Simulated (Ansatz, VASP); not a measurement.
One calculation of LaGe2Pb2, two programs

```xyz
10
Lattice="7.0708 0.0000 0.0000 0.0000 7.0708 0.0000 0.0000 0.0000 5.1816" Properties=species:S:1:pos:R:3 pbc="T T T"
La    0.0000    0.0000    0.0000
La    3.5354    3.5354    0.0000
Ge    2.5547    6.0901    2.5908
Ge    0.9807    2.5547    2.5908
Ge    4.5161    0.9807    2.5908
Ge    6.0901    4.5161    2.5908
Pb    1.1320    4.6674    2.5908
Pb    2.4034    1.1320    2.5908
Pb    5.9388    2.4034    2.5908
Pb    4.6674    5.9388    2.5908
```

Alike in both runs: task single point; functional PBEsol; k mesh 3 × 3 × 4; no spin polarisation.

|  | VASP | Ansatz |
| --- | --- | --- |
| version | VASP 6.6.1 | Ansatz 0.2.0 |
| potentials or method | VASP PAW PBE potentials, release 64 (La, Ge_d, Pb_d), cutoff 520 eV | PAW plane waves |
| occupations | methfessel-paxton of order 1, width 0.1913 eV | cold, width 0.1913 eV |
| valence electrons in the cell | 134 | 134 |

|  | VASP | Ansatz | Ansatz less VASP |
| --- | --- | --- | --- |
| gap on the k mesh at the Fermi level (eV) | none | none | - |
| rms of the force components (eV/Å) | 0.373 | 0.418 | +0.0450 |

VASP's potentials were made for PBE, not for PBEsol. Atom by atom the forces differ by 0.138 eV/Å (rms over components). A gap of «none» marks a metal or a gap that the smearing closes.

Spin-orbit coupling is off throughout.
